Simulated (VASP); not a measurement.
Here is a VASP 6.6.1 calculation.

INCAR

```
PREC = Accurate
ENCUT = 520
EDIFF = 1E-6
ISMEAR = -1
SIGMA = 0.05
LREAL = Auto
LASPH = True
NELM = 100
ALGO = Normal
ISIF = 2
LWAVE = False
LCHARG = False
GGA = PS
NBANDS = 48
```

File KPOINTS:

```
Automatic mesh
0
Gamma
  2 2 2
```

File POSCAR:

```
Si
1.0
    0.0000000000      5.4300000000      5.4300000000
    5.4300000000      0.0000000000      5.4300000000
    5.4300000000      5.4300000000      0.0000000000
Si
17
Direct
   -0.0225966851      0.0452854512     -0.0079189687
    0.1075598527      0.1235451197      0.1623664825
   -0.0076887661      0.0356629834      0.5221086556
    0.1301565378      0.1453314917      0.6349263352
    0.0046224678      0.4795580110      0.0037569061
    0.1039963168      0.6492817680      0.0933885820
    0.0658379374      0.5190607735      0.4357274401
    0.1539502762      0.6657182320      0.5920534070
    0.5048066298     -0.0513443831      0.0833885820
    0.6381491713      0.1147974217      0.1451289134
    0.4994014733     -0.0362707182      0.5430662983
    0.5795211786      0.0666114180      0.7001473297
    0.4468968692      0.5546685083     -0.0372836096
    0.6174769797      0.5953959484      0.1449171271
    0.5224309392      0.4320626151      0.4968876611
    0.6609852670      0.5793278085      0.5925506446
    0.7702486188      0.6734346225      0.7526611418
```

Potentials or basis: VASP PAW PBE potentials, release 64 (Si).

Command:

```console
$ cat potpaw_PBE.64/Si/POTCAR > POTCAR
$ mpirun -np 1 vasp_std > vasp.out
```

(1) What does it give for the largest force?

(2) Estimate the pressure.

(3) Predict the band gap on the k mesh.

Answers

(1) 3.544 eV/Å.

(2) 2.9 GPa.

(3) zero (bands 34 and 35 overlap by 0.18 eV).

Caveat: the k points lie up to 0.50 Å⁻¹ apart; the PAW data sets were made with another functional, which shifts forces and pressure a little.
